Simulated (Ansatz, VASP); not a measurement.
# Fe2O3 in VASP and in Ansatz

```
O Fe
1.0
     2.51500    1.45204    4.58333
    -2.51500    1.45204    4.58333
     0.00000   -2.90407    4.58333
O Fe
6 4
Direct
  0.75000 0.10600 0.39400
  0.39400 0.75000 0.10600
  0.10600 0.39400 0.75000
  0.25000 0.89400 0.60600
  0.60600 0.25000 0.89400
  0.89400 0.60600 0.25000
  0.85270 0.85270 0.85270
  0.64730 0.64730 0.64730
  0.14730 0.14730 0.14730
  0.35270 0.35270 0.35270
```

Alike in both runs: task single point; functional PBE; k mesh 4 × 4 × 4; occupations fermi-dirac, width 0.05 eV; collinear spin; Hubbard terms Fe d U = 3.6 eV.

|  | VASP | Ansatz |
| --- | --- | --- |
| version | VASP 6.6.1 | Ansatz 0.2.0 |
| potentials or method | VASP PAW PBE potentials, release 64 (O, Fe), cutoff 520 eV | PAW, plane waves, scalar-relativistic |
| valence electrons in the cell | 68 | 100 |

```tsv
	VASP	Ansatz	Ansatz less VASP
pressure (GPa)	18.9	23.4	+4.52
traceless stress, the component that is largest in VASP (GPa)	-2.28	-3.23	-0.946
rms of the force components (eV/Å)	1.265	1.273	+0.0083
net moment per atom (μB)	2.00	2.00	-0.001
size of the moment on the site where the two differ most (μB)	4.27	3.75	-0.523
```

Site moments also hang on the region over which each program counts them. The programs project onto different local orbitals, so the same U acts differently, and such runs can settle in different states. Atom by atom the forces differ by 0.017 eV/Å (rms over components). VASP's potentials hold 68 valence electrons a cell and Ansatz's 100, so a difference there can come from the potentials and not from the codes. Ansatz's warnings: moment headroom below auto.
